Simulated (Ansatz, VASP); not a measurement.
Ir: VASP beside Ansatz

```
Ir
1.0
     4.44972    0.00000    0.00000
    -2.22486    3.85357    0.00000
     0.00000    0.00000    2.74902
Ir
3
Cartesian
  -2.2249 3.8536 0.0000
  0.0000 2.5690 1.3745
  2.2249 1.2845 1.3745
```

Alike in both runs: task single point; functional revPBE; k mesh 11 × 11 × 15; occupations fermi-dirac, width 0.1 eV; no spin polarisation.

|  | VASP | Ansatz |
| --- | --- | --- |
| version | VASP 6.6.1 | Ansatz 0.2.0 |
| potentials or method | VASP PAW PBE potentials, release 64 (Ir), cutoff 520 eV | plane waves (420 eV) with PAW, scalar-relativistic |
| valence electrons in the cell | 27 | 51 |

|  | VASP | Ansatz | Ansatz less VASP |
| --- | --- | --- | --- |
| pressure (GPa) | -10.8 | -11.0 | -0.22 |
| traceless stress, the component that is largest in VASP (GPa) | 0.44 | 0.56 | +0.119 |

VASP's potentials were made for PBE, not for revPBE. The functional is the same, so the differences come from potentials, cutoffs and numerics. VASP's potentials hold 27 valence electrons a cell and Ansatz's 51, so a difference there can come from the potentials and not from the codes.

Neither program's run includes spin-orbit coupling.
